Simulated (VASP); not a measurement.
A run of VASP 6.6.1 is set up as follows.

File POSCAR:

```
KBr
1.0
    4.0181233363     -0.0714552532     -0.0714552532
   -0.0714552532      4.0181233363     -0.0714552532
   -0.0714552532     -0.0714552532      4.0181233363
K Br
1 1
Direct
    0.0000000000      0.0000000000      0.0000000000
    0.5000000000      0.5000000000      0.5000000000
```

INCAR.step1

```
SYSTEM = KBr
PREC     = Accurate       ! precision mode
ENCUT    = 520            ! plane-wave cutoff, eV
ISMEAR   = 0              ! smearing method
SIGMA    = 0.01           ! smearing width, eV
LREAL    = .FALSE.        ! projectors in reciprocal space
LASPH    = .TRUE.         ! aspherical terms in the spheres
NELM     = 100            ! most SCF steps
NBANDS   = 15             ! bands
GGA      = PE             ! functional
ALGO     = Normal         ! electronic algorithm
EDIFF    = 1E-4           ! SCF threshold, eV
LWAVE    = .TRUE.         ! write WAVECAR
LCHARG   = .FALSE.        ! write CHGCAR
```

Contents of INCAR.step2:

```
SYSTEM = KBr
PREC     = Accurate       ! precision mode
ENCUT    = 520            ! plane-wave cutoff, eV
EDIFF    = 1E-6           ! SCF threshold, eV
ISMEAR   = 0              ! smearing method
SIGMA    = 0.01           ! smearing width, eV
LREAL    = .FALSE.        ! projectors in reciprocal space
LASPH    = .TRUE.         ! aspherical terms in the spheres
NELM     = 100            ! most SCF steps
ALGO     = Normal         ! electronic algorithm
ISIF     = 2              ! what is computed and relaxed
LWAVE    = .FALSE.        ! write WAVECAR
LCHARG   = .TRUE.         ! write CHGCAR
METAGGA  = R2SCAN         ! meta-GGA
LMIXTAU  = .TRUE.       
LELF     = .TRUE.         ! ELF
LVHAR    = .TRUE.       
NBANDS   = 15             ! bands
ISTART   = 1
```

KPOINTS

```
regular mesh
0
G
  6 6 6
  0 0 0
```

Potentials or basis: VASP PAW PBE potentials, release 64 (K_sv, Br).

Launch:

```console
$ cat potpaw_PBE.64/K_sv/POTCAR potpaw_PBE.64/Br/POTCAR > POTCAR
$ cp INCAR.step1 INCAR
$ mpirun -np 1 vasp_std > vasp.out
$ cp INCAR.step2 INCAR
$ mpirun -np 1 vasp_std > vasp.out
```

Problem. Predict the band gap on the k mesh.

Solution. 4.67 eV (least direct gap 4.91 eV).

Problem. What does it give for the pressure?

Solution. -0.5 GPa.

Stress tensor (GPa, compression positive):
```
-0.46  0.24  0.24
 0.24 -0.46  0.24
 0.24  0.24 -0.46
```

Caveat: the cell differs from its parent crystal (epitaxial 111 strain +2.9%); the structure was generated, so it needn't be the stable form of KBr; the PAW data sets were made with another functional, which shifts forces and pressure a little. A k mesh can miss the band edges.
